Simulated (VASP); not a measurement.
Runs of VASP 6.6.1 on Br. The structure is that of space group P6_3/mmc (No. 194), or close to it. The cells are those of the table. 

```tsv
cell	gap on the mesh (eV)	pressure (GPa)
a = 3.233, b = 3.233, c = 4.314 Å, angles 90.0, 90.0, 120.0°, 2 atoms	none	(b)
a = 2.639, b = 2.639, c = 4.284 Å, angles 90.0, 90.0, 120.0°, 2 atoms	none	122.3
a = 3.592, b = 3.592, c = 4.316 Å, angles 90.0, 90.0, 120.0°, 2 atoms	none	(a)
a = 2.863, b = 2.863, c = 4.206 Å, angles 90.0, 90.0, 120.0°, 2 atoms	none	71.9
a = 3.417, b = 3.417, c = 4.316 Å, angles 90.0, 90.0, 120.0°, 2 atoms	none	11.9
```

Alike in all rows: task single point; level PBE; potentials or basis VASP PAW PBE potentials, release 64 (Br); no spin polarisation; k mesh 14 × 14 × 8; cutoff (eV) 520; smearing fermi-dirac 0.05 eV.

Q: Fill in the values left out.

A: (a) 5.9; (b) 21.9.

A k mesh can miss the band edges, and the runs leave out spin-orbit coupling on Br.

A gap of «none» marks levels without a gap at the run's occupations.
